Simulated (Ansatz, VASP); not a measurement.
## TlCl: VASP beside Ansatz

INCAR

```
SYSTEM = TlCl
PREC = Accurate
ENCUT = 500
EDIFF = 1E-6
ISMEAR = 0
SIGMA = 0.01
LREAL = .FALSE.
LASPH = .TRUE.
NELM = 120
ALGO = Normal
ISIF = 2
LWAVE = .FALSE.
LCHARG = .FALSE.
GGA = PE
NBANDS = 17
GGA_COMPAT = .FALSE.
```

File KPOINTS:

```
Automatic mesh
0
G
  6 6 6
  0 0 0
```

File POSCAR:

```
TlCl
1.0
    3.8604703317      0.0000000000      0.0000000000
    0.0000000000      3.8604703317      0.0000000000
    0.0000000000      0.0000000000      3.8604703317
Tl Cl
1 1
Direct
    0.0000000000      0.0000000000      0.0000000000
    0.5000000000      0.5000000000      0.5000000000
```

Input for Ansatz:

```yaml
crystal:
  lattice:
    - [3.8604703317, 0.0, 0.0]
    - [0.0, 3.8604703317, 0.0]
    - [0.0, 0.0, 3.8604703317]
  atoms:
    - { symbol: Tl, position: [0.0, 0.0, 0.0] }
    - { symbol: Cl, position: [0.5, 0.5, 0.5] }
kpoints:
  mp_grid: { grid: [6, 6, 6] }
hamiltonian:
  xc: pbe
scf:
  occupations: { method: fixed }
  n_extra_bands: 4
output:
  forces: true
  stress: true
  eigenvalues: true
```

Alike in both runs: task single point; functional PBE; k mesh 6 × 6 × 6; no spin polarisation.

```csv
,VASP,Ansatz
version,VASP 6.6.1,Ansatz 0.2.0
potentials or method,"VASP PAW PBE potentials, release 64 (Tl_d, Cl)","plane waves, PAW"
plane-wave cutoff (eV),500,420
occupations,"gaussian, width 0.01 eV",fixed
valence electrons in the cell,20,20
```

```csv
,VASP,Ansatz,Ansatz less VASP
gap on the k mesh at the Fermi level (eV),2.13,2.13,-0.007
pressure (GPa),0.7,0.7,+0.06
```

Spin-orbit coupling is off throughout.
